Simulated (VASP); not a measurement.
Set up this calculation in VASP 6.6.1, as the native input.

```yaml
Task: single point
Functional: PBE-based screened hybrid with 25 % exact exchange
Potentials_or_basis: VASP PAW PBE potentials, release 64 (Ge_d, N)
Cutoff: 520 eV
k_mesh: 5 × 5 × 5
Occupations: fermi-dirac, width 0.05 eV
Spin: no spin polarisation
Dipole_correction: no
Grid_for_exact_exchange_PRECFOCK: Normal
Share_of_exact_exchange: 0.25
Further_INCAR_settings: ALGO = Normal; EDIFF = 1e-07; NBANDS = 24
Screening_parameter: 0.1 1/Å
```

The system is Ge2N.

```
Ge N
1.0
    -2.10857    2.10857    2.70170
     2.10857   -2.10857    2.70170
     2.10857    2.10857   -2.70170
Ge N
2 1
Direct
  0.00000 0.50000 0.50000
  0.50000 0.00000 0.50000
  0.50000 0.50000 0.00000
```

One way to write it, as run:

POSCAR

```
Ge2N
1.0
   -2.1085700000      2.1085700000      2.7017000000
    2.1085700000     -2.1085700000      2.7017000000
    2.1085700000      2.1085700000     -2.7017000000
Ge N
2 1
Direct
    0.0000000000      0.5000000000      0.5000000000
    0.5000000000      0.0000000000      0.5000000000
    0.5000000000      0.5000000000      0.0000000000
```

INCAR.step1

```
SYSTEM = Ge2N
PREC = Accurate ; ENCUT = 520
EDIFF = 1E-5 ; ISMEAR = -1
SIGMA = 0.05 ; LREAL = .False.
LASPH = .True. ; NELM = 80
ALGO = Normal ; ISIF = 2
LWAVE = .True. ; LCHARG = .False.
NBANDS = 24 ; GGA = PE
KPAR = 4
```

INCAR.step2

```
SYSTEM = Ge2N
PREC = Accurate ; ENCUT = 520
EDIFF = 1E-7 ; ISMEAR = -1
SIGMA = 0.05 ; LREAL = .False.
LASPH = .True. ; NELM = 80
ALGO = Normal ; ISIF = 2
LWAVE = .False. ; LCHARG = .False.
GGA = PE ; LHFCALC = .True.
AEXX = 0.25 ; HFSCREEN = 0.1
PRECFOCK = Normal ; NBANDS = 24
ISTART = 1 ; KPAR = 4
```

KPOINTS

```
Automatic mesh
0
Gamma
  5 5 5
  0 0 0
```

Potentials or basis: VASP PAW PBE potentials, release 64 (Ge_d, N).

Run with:

```bash
$ cat potpaw_PBE.64/Ge_d/POTCAR potpaw_PBE.64/N/POTCAR > POTCAR
$ cp INCAR.step1 INCAR
$ mpirun -np 4 vasp_std > vasp.out
$ cp INCAR.step2 INCAR
$ mpirun -np 4 vasp_std > vasp.out
```

It gave:

```json
{
 "Pressure": "-6.1 GPa",
 "Band gap on the k mesh": "zero (an odd number of electrons rules out a gap without spin polarisation)"
}
```

Caveat: the k points lie up to 0.38 Å⁻¹ apart, too coarse for converged energies and pressures of a metal; the PAW data sets were made with another functional, which shifts forces and pressure a little.

Run time: 46 min on 4 MPI ranks on AMD EPYC 7R13 Processor (Zen 3), with other jobs on the host, peak memory 0.27 GiB a rank.
